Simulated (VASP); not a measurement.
La2I, 6 atoms in the cell. Symmetry: I4/mmm, No. 139, tetragonal system. The conventional cell has a = 4.677 Å, b = 4.677 Å, c = 17.791 Å, α = 90.00°, β = 90.00°, γ = 90.00°. Within 4.4 Å of I (site symmetry 4mm) lie 9 La at 3.32 to 3.40 Å. La (site symmetry mmm) has 8 La at 3.31 to 3.89 Å and 4 I at 3.40 Å within 4.3 Å. La (site symmetry 4mm) has 5 I at 3.32 to 3.37 Å and 8 La at 3.89 to 4.26 Å within 4.4 Å. 

- Program: VASP 6.6.1
- Task: single point
- Functional: PBE
- Potentials or basis: VASP PAW PBE potentials, release 64 (I, La)
- Cutoff: 520 eV
- k mesh: 7 × 7 × 7
- Occupations: fermi-dirac, width 0.1 eV
- Spin: no spin polarisation
- Dipole correction: no
- Further INCAR settings: ALGO = Normal; EDIFF = 1e-06; NBANDS = 38

Potentials or basis: VASP PAW PBE potentials, release 64 (I, La).

The run is started by

```bash
$ cat potpaw_PBE.64/I/POTCAR potpaw_PBE.64/La/POTCAR > POTCAR
$ mpirun -np 1 vasp_std > vasp.out
```

Hardware: 1 thread of Intel(R) Xeon(R) Platinum 8259CL CPU @ 2.50GHz (Skylake/Cascade Lake), with other jobs on the host.

Problem. How long does it take, and how much memory?

Solution. Run time: 9 min on 1 thread of Intel(R) Xeon(R) Platinum 8259CL CPU @ 2.50GHz (Skylake/Cascade Lake) (shared host), peak memory 0.46 GiB. Counts: scf iterations 18, k points 40.
